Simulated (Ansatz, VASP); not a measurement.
## One calculation of Sn5As3, two programs

```xyz
8
Lattice="5.9046 0.0000 0.0000 0.0000 5.9046 0.0000 0.0000 0.0000 5.9046" Properties=species:S:1:pos:R:3 pbc="T T T"
Sn    0.0000    0.0000    0.0000
Sn    2.9523    0.0000    0.0000
Sn    2.9523    2.9523    2.9523
Sn    0.0000    2.9523    0.0000
Sn    0.0000    0.0000    2.9523
As    2.9523    0.0000    2.9523
As    2.9523    2.9523    0.0000
As    0.0000    2.9523    2.9523
```

Alike in both runs: functional PBE; k mesh 6 × 6 × 6; occupations gaussian, width 0.1 eV; no spin polarisation.

Ansatz relaxed the structure, and its values are those at the end. VASP's run is a single point on that final structure, the one shown.

```csv
,VASP,Ansatz
version,VASP 6.6.1,Ansatz 0.2.0
potentials or method,"VASP PAW PBE potentials, release 64 (Sn_d, As), cutoff 520 eV","scalar-relativistic, plane waves, PAW"
valence electrons in the cell,85,115
```

```tsv
	VASP	Ansatz	Ansatz less VASP
gap on the k mesh at the Fermi level (eV)	none	none	-
pressure (GPa)	0.0	0.0	0.00
```

A gap of «none» marks a metal or a gap that the smearing closes. The functional is the same, so the differences come from potentials, cutoffs and numerics. VASP's potentials hold 85 valence electrons a cell and Ansatz's 115, so a difference there can come from the potentials and not from the codes.
